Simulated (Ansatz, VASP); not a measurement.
## Two plane-wave programs on SbPt

```xyz
4
Lattice="4.0742 0.0000 0.0000 -2.0371 3.5283 0.0000 0.0000 0.0000 5.3980" Properties=species:S:1:pos:R:3 pbc="T T T"
Sb    0.0000    2.3522    1.3495
Sb    2.0371    1.1761    4.0485
Pt    0.0000    0.0000    0.0000
Pt    0.0000    0.0000    2.6990
```

Change from the starting cell: volume scaled by 0.96, PAW files.

Alike in both runs: task electric field gradients; functional LDA; k mesh 11 × 11 × 8; occupations fermi-dirac, width 0.08 eV; no spin polarisation.

```csv
,VASP,Ansatz
version,VASP 6.6.1,Ansatz 0.2.0
potentials or method,"VASP PAW LDA potentials, release 64 (Sb_d_GW, Pt_sv_GW)","PAW with Ansatz's default frozen-core files, scalar-relativistic"
plane-wave cutoff (eV),430,420
valence electrons in the cell,66,66
```

|  | VASP | Ansatz | Ansatz less VASP |
| --- | --- | --- | --- |
| size of Vzz on the site where it differs most (V/Å²) | 109.5 | 57.5 | -52.05 |

LDA's correlation is that of Perdew and Zunger in VASP and of Perdew and Wang (1992) in Ansatz.

Neither program's run includes spin-orbit coupling.
